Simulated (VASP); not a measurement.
Input of a VASP 6.6.1 run:

INCAR

```
PREC     = Accurate       # precision mode
ENCUT    = 520            # plane-wave cutoff, eV
EDIFF    = 1E-6           # SCF threshold, eV
ISMEAR   = -1             # smearing method
SIGMA    = 0.052          # smearing width, eV
LREAL    = F              # projectors in reciprocal space
LASPH    = T              # aspherical terms in the spheres
NELM     = 80             # most SCF steps
ALGO     = Normal         # electronic algorithm
ISIF     = 2              # what is computed and relaxed
LWAVE    = F              # write WAVECAR
LCHARG   = F              # write CHGCAR
GGA      = PS             # functional
NBANDS   = 16             # bands
```

The input KPOINTS:

```
regular mesh
0
Gamma
  4 4 4
```

Contents of POSCAR:

```
Si3C
1.0
    1.6986113246      0.9806937055      5.8709154094
   -1.6986113246      0.9806937055      5.8709154094
    0.0000000000     -1.9613874110      5.8709154094
C Si
1 3
Direct
    0.9770796055      0.0347940003      0.0015530211
    0.5216761554      0.4688435864      0.4945369133
    0.3320373348      0.3876798462      0.3590306051
    0.9066784832      0.8791866142      0.8963581850
```

Potentials or basis: VASP PAW PBE potentials, release 64 (C, Si).

Run with:

```sh
$ cat potpaw_PBE.64/C/POTCAR potpaw_PBE.64/Si/POTCAR > POTCAR
$ mpirun -np 1 vasp_std > vasp.out
```

(1) What does it give for the band gap on the k mesh?

(2) Predict the largest force.

(3) Estimate the pressure.

Answers

(1) zero (bands 8 and 9 overlap by 1.76 eV).

(2) 1.247 eV/Å.

(3) -2.7 GPa.

Caveat: the k points lie up to 0.54 Å⁻¹ apart, too coarse for converged energies and pressures of a metal; the PAW data sets were made with another functional, which shifts forces and pressure a little.
